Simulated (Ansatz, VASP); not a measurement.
One calculation of SnSe2, two programs

The input INCAR:

```
  ALGO = Normal
  EDIFF = 1E-7
  EDIFFG = -0.002
  ENCUT = 600
  GGA = PE
  IBRION = 2
  ISIF = 3
  ISMEAR = 0
  IVDW = 12
  LASPH = T
  LCHARG = F
  LREAL = F
  LWAVE = F
  NELM = 80
  NSW = 100
  PREC = Accurate
  SIGMA = 0.02
```

Contents of KPOINTS:

```
k-points
0
Gamma
  12 12 6
```

Contents of POSCAR:

```
SnSe2
1.0
    3.8398693830      0.0000000000      0.0000000000
   -1.9199346915      3.3254244329      0.0000000000
    0.0000000000      0.0000000000      6.0101956466
Sn Se
1 2
Direct
    0.0000000000      0.0000000000      0.0000000000
    0.3333333333      0.6666666667      0.2651187504
    0.6666666667      0.3333333333      0.7348812496
```

Input for Ansatz:

```yaml
crystal:
  lattice:
    - [3.839869383, 0.0, 0.0]
    - [-1.9199346915, 3.3254244329, 0.0]
    - [0.0, 0.0, 6.0101956466]
  atoms:
    - { symbol: Sn, position: [0.0, 0.0, 0.0] }
    - { symbol: Se, position: [0.3333333333, 0.6666666667, 0.2651187504] }
    - { symbol: Se, position: [0.6666666667, 0.3333333333, 0.7348812496] }
basis:
  ecutwfc: 420
kpoints:
  mp_grid: { grid: [12, 12, 6] }
hamiltonian:
  xc: pbe
  dispersion: d3bj
scf:
  occupations: { method: gaussian, width: 0.02 }
output:
  forces: true
  stress: true
  eigenvalues: true
  write_density: true
  write_potential: true
  elf: true
  volumetric_format: npy
relax:
  adjacent_minimum: "off"
  f_tol: 0.002
  max_steps: 80
  cell: { stress_tol: 0.02 }
```

Alike in both runs: task relaxation of cell and atoms; functional PBE; dispersion D3(BJ); k mesh 12 × 12 × 6; occupations gaussian, width 0.02 eV; no spin polarisation.

|  | VASP | Ansatz |
| --- | --- | --- |
| version | VASP 6.6.1 | Ansatz 0.2.0 |
| potentials or method | VASP PAW PBE potentials, release 64 (Sn_d, Se), cutoff 600 eV | scalar-relativistic, plane waves, PAW |
| valence electrons in the cell | 26 | 46 |

Ansatz gave:

- gap on the k mesh at the Fermi level, each at its own relaxed structure (eV): 0.35
- relaxed volume (Å³/atom): 25.58
- relaxed cell length with the largest relative difference (Å): 6.009

Question: Estimate VASP's values.

Answer: gap on the k mesh at the Fermi level, each at its own relaxed structure (eV): 0.34; relaxed volume (Å³/atom): 25.60; relaxed cell length with the largest relative difference (Å): 6.012.

VASP's potentials hold 26 valence electrons a cell and Ansatz's 46, so a difference there can come from the potentials and not from the codes.
